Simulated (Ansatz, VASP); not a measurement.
Te: VASP beside Ansatz

```
Te
1.0
     4.34129    0.00000    0.00000
    -2.17064    3.75966    0.00000
     0.00000    0.00000    5.68974
Te
3
Direct
  0.26840 0.00000 0.33333
  0.00000 0.26840 0.66667
  0.73160 0.73160 0.00000
```

Alike in both runs: task single point; functional PBE; k mesh 8 × 8 × 5; occupations fermi-dirac, width 0.05 eV; no spin polarisation.

```csv
,VASP,Ansatz
version,VASP 6.6.1,Ansatz 0.2.0
potentials or method,"VASP PAW PBE potentials, release 64 (Te), cutoff 520 eV","plane waves (420 eV) with PAW, scalar-relativistic"
valence electrons in the cell,18,48
```

|  | VASP | Ansatz | Ansatz less VASP |
| --- | --- | --- | --- |
| pressure (GPa) | 7.7 | 7.6 | -0.06 |
| traceless stress, the component that is largest in VASP (GPa) | 2.29 | 2.25 | -0.046 |

VASP's potentials hold 18 valence electrons a cell and Ansatz's 48, so a difference there can come from the potentials and not from the codes.

Neither program's run includes spin-orbit coupling.
